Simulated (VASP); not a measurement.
Write the native input for VASP 6.6.1 that does the following.

```
Task                               : single point
Functional                         : PBE-based screened hybrid with 100 % exact exchange
Potentials or basis                : VASP PAW PBE potentials, release 64 (Hg, Te)
Cutoff                             : 400 eV
k mesh                             : 4 × 4 × 4
Occupations                        : fermi-dirac, width 0.02 eV
Spin                               : no spin polarisation
Dipole correction                  : no
Grid for exact exchange (PRECFOCK) : Normal
Share of exact exchange            : 1
Further INCAR settings             : ALGO = Normal; EDIFF = 1e-06; NBANDS = 16
Screening parameter                : 0.1 1/Å
```

The system is HgTe.

```
Hg Te
1.0
     0.00000    3.28920    3.28920
     3.28920    0.00000    3.28920
     3.28920    3.28920    0.00000
Hg Te
1 1
Direct
  0.00000 0.00000 0.00000
  0.25000 0.25000 0.25000
```

One way to write it, as run:

POSCAR

```
HgTe
1.0
    0.0000000000      3.2891972858      3.2891972858
    3.2891972858      0.0000000000      3.2891972858
    3.2891972858      3.2891972858      0.0000000000
Hg Te
1 1
Direct
    0.0000000000      0.0000000000      0.0000000000
    0.2500000000      0.2500000000      0.2500000000
```

INCAR.step1

```
PREC = Accurate
ENCUT = 400
EDIFF = 1E-5
ISMEAR = -1
SIGMA = 0.02
LREAL = F
LASPH = T
NELM = 120
ALGO = Normal
ISIF = 2
LWAVE = T
LCHARG = F
GGA = PE
NBANDS = 16
GGA_COMPAT = F
```

INCAR.step2

```
PREC = Accurate
ENCUT = 400
EDIFF = 1E-6
ISMEAR = -1
SIGMA = 0.02
LREAL = F
LASPH = T
NELM = 120
ALGO = Normal
ISIF = 2
LWAVE = F
LCHARG = F
GGA = PE
LHFCALC = T
AEXX = 1.0
HFSCREEN = 0.1
PRECFOCK = Normal
ISTART = 1
NBANDS = 16
ALDAC = 1.0
AGGAC = 1.0
GGA_COMPAT = F
```

KPOINTS

```
regular mesh
0
Gamma
  4 4 4
```

Potentials or basis: VASP PAW PBE potentials, release 64 (Hg, Te).

The run is started by

```bash
$ cat potpaw_PBE.64/Hg/POTCAR potpaw_PBE.64/Te/POTCAR > POTCAR
$ cp INCAR.step1 INCAR
$ mpirun -np 1 vasp_std > vasp.out
$ cp INCAR.step2 INCAR
$ mpirun -np 1 vasp_std > vasp.out
```

It gave:

The pressure is -5.4 GPa and the band gap on the k mesh is 3.44 eV.

Caveat: the cell stands under tension; the PAW data sets were made with another functional, which shifts forces and pressure a little; spin-orbit coupling is left out, which moves the levels of the heavy elements.

It took 16 min on 1 thread of Intel Xeon 8259CL (shared host), peak memory 0.27 GiB.
